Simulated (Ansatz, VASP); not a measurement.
# Two plane-wave programs on Al2GaSb3

```
CELL_PARAMETERS angstrom
4.36095 0.00000 0.00000
-2.18047 3.77669 0.00000
0.00000 0.00000 10.66090
ATOMIC_POSITIONS crystal
Al 0.00000 0.00000 0.00037
Al 0.66667 0.33333 0.66567
Ga 0.33333 0.66667 0.33354
Sb 0.66667 0.33333 0.91672
Sb 0.33333 0.66667 0.58271
Sb 0.00000 0.00000 0.25098
```

Alike in both runs: task single point; functional PBE; k mesh 12 × 12 × 4; occupations fermi-dirac, width 0.02 eV; no spin polarisation.

|  | VASP | Ansatz |
| --- | --- | --- |
| version | VASP 6.6.1 | Ansatz 0.2.0 |
| potentials or method | VASP PAW PBE potentials, release 64 (Al, Ga_d, Sb) | plane waves, PAW |
| plane-wave cutoff (eV) | 500 | 420 |
| valence electrons in the cell | 34 | 64 |

VASP gave:

- pressure (GPa): 1.6
- traceless stress, the component that is largest in VASP (GPa): 0.10
- rms of the force components (eV/Å): 0.014

**Question.** Estimate Ansatz's values.

**Answer.** Pressure (GPa): 1.4; traceless stress, the component that is largest in VASP (GPa): 0.10; rms of the force components (eV/Å): 0.017.

Atom by atom the forces differ by 0.003 eV/Å (rms over components). The functional is the same, so the differences come from potentials, cutoffs and numerics. VASP's potentials hold 34 valence electrons a cell and Ansatz's 64, so a difference there can come from the potentials and not from the codes.

Spin-orbit coupling is off throughout.
